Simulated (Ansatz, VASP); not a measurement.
# One calculation of Te2Mo, two programs

```
Mo Te
1.0
     3.54213    0.00000    0.00000
    -1.77107    3.06758    0.00000
     0.00000    0.00000   13.60961
Mo Te
2 4
Direct
  0.33333 0.66667 0.25000
  0.66667 0.33333 0.75000
  0.66667 0.33333 0.38111
  0.66667 0.33333 0.11889
  0.33333 0.66667 0.88111
  0.33333 0.66667 0.61889
```

Change from the starting cell: uniaxial_z strain -4.0%.

Alike in both runs: task single point; functional r2SCAN; k mesh 12 × 12 × 2; no spin polarisation.

|  | VASP | Ansatz |
| --- | --- | --- |
| version | VASP 6.6.1 | Ansatz 0.2.0 |
| potentials or method | VASP PAW PBE potentials, release 64 (Mo_sv, Te) | plane waves, PAW |
| plane-wave cutoff (eV) | 520 | 500 |
| occupations | gaussian, width 0.01 eV | fixed |
| valence electrons in the cell | 52 | 92 |

VASP gave:

- gap on the k mesh at the Fermi level (eV): 0.70
- pressure (GPa): 2.6
- traceless stress, the component that is largest in VASP (GPa): 1.23
- rms of the force components (eV/Å): 0.002

What did Ansatz give for the same quantities?

gap on the k mesh at the Fermi level (eV): 0.70; pressure (GPa): 2.5; traceless stress, the component that is largest in VASP (GPa): 1.17; rms of the force components (eV/Å): 0.015.

VASP's potentials were made for PBE, not for r2SCAN. Atom by atom the forces differ by 0.013 eV/Å (rms over components). VASP's potentials hold 52 valence electrons a cell and Ansatz's 92, so a difference there can come from the potentials and not from the codes.

Spin-orbit coupling is off throughout.
